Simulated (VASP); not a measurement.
**Mg: single point with PBE**

Crystal: Mg.

```
Mg
1.0
     3.27224    0.00000    0.00000
    -1.63612    2.83385    0.00000
     0.00000    0.00000    5.31249
Mg
2
Direct
  0.33333 0.66667 0.25000
  0.66667 0.33333 0.75000
```

```
Program             : VASP 6.6.1
Task                : single point
Functional          : PBE
Potentials or basis : VASP PAW PBE potentials, release 64 (Mg)
Cutoff              : 520 eV
k mesh              : 12 × 12 × 7
Occupations         : fermi-dirac, width 0.15 eV
Spin                : no spin polarisation
```

| Quantity | Value |
| --- | --- |
| Pressure | -2.3 GPa |
| Band gap on the k mesh | zero (band 2 reaches 3.26 eV, above the bottom of band 3 at 1.03 eV) |

Stress tensor (GPa, compression positive):
```
-2.10  0.00  0.00
 0.00 -2.10  0.00
 0.00  0.00 -2.57
```

Levels at points of the mesh, in eV from the Fermi level:
```tsv
k point	band 1	band 2	band 3	band 4	band 5	band 6
(0.00, 0.00, 0.00)	-6.62	-1.55	-1.23	10.53	10.53	10.55
(0.50, 0.00, 0.00)	-2.06	-2.00	2.58	3.01	3.10	3.51
```

It used 26 s of CPU time on 1 thread of AMD EPYC 7R13 Processor (Zen 3), with other jobs on the host.
